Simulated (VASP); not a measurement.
# TiN (Fm-3m) in VASP: a series of runs, part 2 of 2

VASP 6.6.1. The steps go on from the part before.

### 5 Single point, PBEsol, collinear spin (10.40 Å³/atom)

This run uses another cell than the first one, of 10.40 Å³/atom.

File INCAR:

```
SYSTEM = TiN
  PREC = Accurate
  ENCUT = 520
  EDIFF = 1E-6
  ISMEAR = 0
  SIGMA = 0.15
  LREAL = .FALSE.
  LASPH = .TRUE.
  NELM = 150
  ALGO = Normal
  ISIF = 2
  LWAVE = .FALSE.
  LCHARG = .FALSE.
  ISPIN = 2
  MAGMOM = 0.25 0
  LORBIT = 11
  NUPDOWN = 0.25
  LMAXMIX = 4
  GGA = PS
  NBANDS = 20
```

File KPOINTS:

```
regular mesh
0
G
  20 20 20
  0 0 0
```

File POSCAR:

```
TiN
1.0
    0.0000000000      2.1828557250      2.1828557250
    2.1828557250      0.0000000000      2.1828557250
    2.1828557250      2.1828557250      0.0000000000
Ti N
1 1
Direct
    0.0000000000      0.0000000000      0.0000000000
    0.5000000000      0.5000000000      0.5000000000
```

Potentials or basis: VASP PAW PBE potentials, release 64 (Ti_sv, N).

Run with:

```bash
> cat potpaw_PBE.64/Ti_sv/POTCAR potpaw_PBE.64/N/POTCAR > POTCAR
> mpirun -np 1 vasp_std > vasp.out
```

OUTCAR:

```text
SYSTEM = TiN
   PREC = Accurate
   ENCUT = 520
   EDIFF = 1E-6
   ISMEAR = 0
   LREAL = .FALSE.
   LASPH = .TRUE.
   NELM = 150
   ISIF = 2
   ISPIN = 2
   LORBIT = 11
   NUPDOWN = 0.25
   GGA = PS

 ion  position               nearest neighbor table
   1  0.000  0.000  0.000-   2 2.18   2 2.18   2 2.18   2 2.18   2 2.18   2 2.18
   2  0.500  0.500  0.500-   1 2.18   1 2.18   1 2.18   1 2.18   1 2.18   1 2.18

  LATTYP: Found a face centered cubic cell.
 ALAT       =     4.3657114500

  Lattice vectors:

 A1 = (   0.0000000000,   2.1828557250,   2.1828557250)
 A2 = (   2.1828557250,   0.0000000000,   2.1828557250)
 A3 = (   2.1828557250,   2.1828557250,   0.0000000000)

Analysis of symmetry for initial positions (statically):
=====================================================================
 Subroutine PRICEL returns:
 Original cell was already a primitive cell.

 Routine SETGRP: Setting up the symmetry group for a
 face centered cubic supercell.

 Subroutine GETGRP returns: Found 48 space group operations
 (whereof 48 operations were pure point group operations)
 out of a pool of 48 trial point group operations.

The static configuration has the point symmetry O_h .

Analysis of symmetry for dynamics (positions and initial velocities):
=====================================================================
 Subroutine PRICEL returns:
 Original cell was already a primitive cell.

 Routine SETGRP: Setting up the symmetry group for a
 face centered cubic supercell.

 Subroutine GETGRP returns: Found 48 space group operations
 (whereof 48 operations were pure point group operations)
 out of a pool of 48 trial point group operations.

The dynamic configuration has the point symmetry O_h .

Analysis of structural, dynamic, and magnetic symmetry:
=====================================================================
 Subroutine PRICEL returns:
 Original cell was already a primitive cell.

 Routine SETGRP: Setting up the symmetry group for a
 face centered cubic supercell.

 Subroutine GETGRP returns: Found 48 space group operations
 (whereof 48 operations were pure point group operations)
 out of a pool of 48 trial point group operations.

The overall configuration has the point symmetry O_h .

 Subroutine INISYM returns: Found 48 space group operations
 (whereof 48 operations are pure point group operations),
 and found     1 'primitive' translations

----------------------------------------------------------------------------------------

                                     Primitive cell

  volume of cell :      20.8020

  direct lattice vectors                    reciprocal lattice vectors
     0.000000000  2.182855725  2.182855725    -0.229057740  0.229057740  0.229057740
     2.182855725  0.000000000  2.182855725     0.229057740 -0.229057740  0.229057740
     2.182855725  2.182855725  0.000000000     0.229057740  0.229057740 -0.229057740

  length of vectors
     3.087024171  3.087024171  3.087024171     0.396739644  0.396739644  0.396739644

  position of ions in fractional coordinates (direct lattice)
     0.000000000  0.000000000  0.000000000
     0.500000000  0.500000000  0.500000000

  ion indices of the primitive-cell ions
   primitive index   ion index
                 1           1
                 2           2

[... 64 lines left out ...]
   ICHARG =      2    charge: 1-file 2-atom 10-const
   ISPIN  =      2    spin polarized calculation?
   LNONCOLLINEAR =      F non collinear calculations
   LSORBIT =      F    spin-orbit coupling
   LASPH  =      T    aspherical Exc in radial PAW
   ENCUT  =  520.0 eV  38.22 Ry    6.18 a.u.   5.74  5.74  5.74*2*pi/ulx,y,z
   NELM   =    150;   NELMIN=  2; NELMDL= -5     # of ELM steps
   EDIFF  = 0.1E-05   stopping-criterion for ELM
   LREAL  =      F    real-space projection
   EDIFFG = 0.1E-04   stopping-criterion for IOM
   NSW    =      0    number of steps for IOM
   IBRION =     -1    ionic relax: 0-MD 1-quasi-New 2-CG
   NFREE  =      0    steps in history (QN), initial steepest desc. (CG)
   ISIF   =      2    stress and relaxation
   ISYM   =      2    0-nonsym 1-usesym 2-fastsym
   POTIM  = 0.5000    time-step for ionic-motion
   TEBEG  =    0.0;   TEEND  =   0.0 temperature during run
   PSTRESS=    0.0 pullay stress
   NELECT =      17.0000    total number of electrons
   NUPDOWN=       0.2500    fix difference up-down
   EMIN   =  10.00;   EMAX   =-10.00  energy-range for DOS
   EFERMI =   0.00;   METHOD = LEGACY
   ISMEAR =     0;   SIGMA  =   0.15  broadening in eV -4-tet -1-fermi 0-gaus
   EFERMI_NEDOS =   21; number of points for ismear=-14 and -15
   IALGO  =     38    algorithm
   IMIX   =      4    mixing-type and parameters
     AMIX     =   0.40;   BMIX     =  1.00
     AMIX_MAG =   1.60;   BMIX_MAG =  1.00
  volume/ion in A,a.u.               =      10.40        70.19
  Fermi-wavevector in a.u.,A,eV,Ry     =   1.530580  2.892377 31.874041  2.342676
  Thomas-Fermi vector in A             =   2.638043
   LORBIT       =     11    0 simple, 1 ext, 2 COOP (PROOUT), +10 PAW based schemes
   GGA     = PS    functional components
   LHFCALC =     F    Hartree Fock is set to
   AEXX    =    0.0000 exact exchange contribution
   IVDW    =     0    specifies the selected vdW correction
   LEPSILON=     F    determine dielectric tensor
   LRPA    =     F    only Hartree local field effects (RPA)
 spin polarized calculation
 Gauss-broadening in eV      SIGMA  =   0.15
  energy-cutoff  :      520.00
  volume of cell :       20.80
 maximum number of plane-waves:       571
   NGX = 11   NGY = 11   NGZ = 11

 number of electron      16.9999995 magnetization       0.2500000

 Free energy of the ion-electron system (eV)
  ---------------------------------------------------
  ext. energy  EPLUGINS =         0.00000000
  ---------------------------------------------------
  free energy    TOTEN  =       -20.56766000 eV

  energy without entropy =      -20.55637949  energy(sigma->0) =      -20.56201974

 E-fermi :   9.9783     XC(G=0): -12.7483

 val. band max:       10.2902148275   @ k =  -0.4000   0.3500   0.1500
 cond. band min:       9.9889264508   @ k =   0.2500   0.1000   0.0500
 fundamental gap:     -0.3012883767
 Fermi energy:        10.3120635113

 spin component 1

 k-point     1 :       0.0000    0.0000    0.0000
  band No.  band energies     occupation
      1     -47.6548      1.00000
      2     -23.7874      1.00000
      3     -23.7874      1.00000
      4     -23.7874      1.00000
      5      -6.3560      1.00000
      6       8.2595      1.00000
[... 541 lines left out ...]
     19      32.2874      0.00000
     20      34.0034      0.00000

 [... further k-points ...]

 spin component 2

 k-point     1 :       0.0000    0.0000    0.0000
  band No.  band energies     occupation
      1     -47.4632      1.00000
      2     -23.5949      1.00000
      3     -23.5949      1.00000
      4     -23.5949      1.00000
      5      -6.3086      1.00000
      6       8.2861      1.00000
[... 541 lines left out ...]
     19      32.4027      0.00000
     20      34.1187      0.00000

 [... further k-points ...]

------------------------ aborting loop because EDIFF is reached ----------------------------------------

  FORCE on cell =-STRESS in cart. coord.  units (eV):
  Direction    XX          YY          ZZ          XY          YZ          ZX
  --------------------------------------------------------------------------------------
  -------------------------------------------------------------------------------------
  Total       -3.3517993     -3.3517993     -3.3517993      0.0000000      0.0000000      0.0000000
  in kB     -258.1567565   -258.1567565   -258.1567565      0.0000000      0.0000000      0.0000000
  external PRESSURE =    -258.1567565 kB  Pullay stress =       0.0000000 kB

 VOLUME and BASIS-vectors are now :
 -----------------------------------------------------------------------------
  energy-cutoff  :      520.00
  volume of cell :       20.80
      direct lattice vectors                 reciprocal lattice vectors
     0.000000000  2.182855725  2.182855725    -0.229057740  0.229057740  0.229057740
     2.182855725  0.000000000  2.182855725     0.229057740 -0.229057740  0.229057740
     2.182855725  2.182855725  0.000000000     0.229057740  0.229057740 -0.229057740

 POSITION                                       TOTAL-FORCE (eV/Angst)
 -----------------------------------------------------------------------------------
      0.00000      0.00000      0.00000         0.000000     -0.000000     -0.000000
      2.18286      2.18286      2.18286         0.000000      0.000000      0.000000
 -----------------------------------------------------------------------------------
    total drift:                                0.000000     -0.000000     -0.000000

  FREE ENERGIE OF THE ION-ELECTRON SYSTEM (eV)
  ---------------------------------------------------
  free  energy   TOTEN  =       -20.5676599971 eV

  energy  without entropy=      -20.5563794901  energy(sigma->0) =      -20.56201974

 total charge

# of ion       s       p       d       tot
------------------------------------------
    1        2.168   6.187   1.888  10.243
    2        1.233   2.438   0.000   3.672
--------------------------------------------------
tot          3.401   8.626   1.888  13.915

 magnetization (x)

# of ion       s       p       d       tot
------------------------------------------
    1        0.002   0.001   0.193   0.196
    2       -0.000   0.008   0.000   0.008
--------------------------------------------------
tot          0.002   0.009   0.193   0.204
```

stdout:

```text
POSCAR found type information on POSCAR TiN
 POSCAR found :  2 types and       2 ions
 scaLAPACK will be used
 -----------------------------------------------------------------------------
|                                                                             |
|                                                                             |
|     You enforced a specific xc type in the INCAR file but a different       |
|     I HOPE YOU KNOW WHAT YOU ARE DOING!                                     |
|                                                                             |
 -----------------------------------------------------------------------------

 LDA part: xc-table for (Slater+PW92), standard interpolation
 POSCAR, INCAR and KPOINTS ok, starting setup
 FFT: planning ... GRIDC
 FFT: planning ... GRID_SOFT
 FFT: planning ... GRID
 WAVECAR not read
 entering main loop
```

Wall time 2.1 min (1 thread of Intel Xeon Platinum 8259CL at 2.50GHz (Skylake/Cascade Lake), shared host); peak memory 0.27 GiB.

Results:

* Free energy: -20.5677 eV
* Pressure: -25.8 GPa
* Net moment: 0.25 μB per cell
* Site moments: Ti +0.20; N +0.01 μB
* Valence electrons inside the program's atomic spheres: Ti 10.24; N 3.67

Caveat: the cell stands under tension; the PAW data sets were made with another functional, which shifts forces and pressure a little; the total moment is fixed, so each spin has its own Fermi level and the state may be an excited one.

### 6 Summary

| fixed moment (μB) | cell | pressure (GPa) | moment (μB) |
| --- | --- | --- | --- |
| 0.125 | a = 3.050 Å, angles 60.0°, 2 atoms | -19.0 | 0.12 |
| 0.625 | a = 3.050 Å, angles 60.0°, 2 atoms | -16.4 | 0.62 |
| 0.875 | a = 3.050 Å, angles 60.0°, 2 atoms | -13.5 | 0.88 |
| 0.25 | a = 3.087 Å, angles 60.0°, 2 atoms | -25.8 | 0.25 |

Alike in all rows: task single point; level PBEsol; potentials or basis VASP PAW PBE potentials, release 64 (Ti_sv, N); spin collinear; k mesh 20 × 20 × 20; cutoff (eV) 520; smearing gaussian 0.15 eV.

Caveats: the cell stands under tension; the PAW data sets were made with another functional, which shifts forces and pressure a little; the total moment is fixed, so each spin has its own Fermi level and the state may be an excited one.

Total energies depend on the potentials used, so only differences within one code and one set of settings carry meaning.
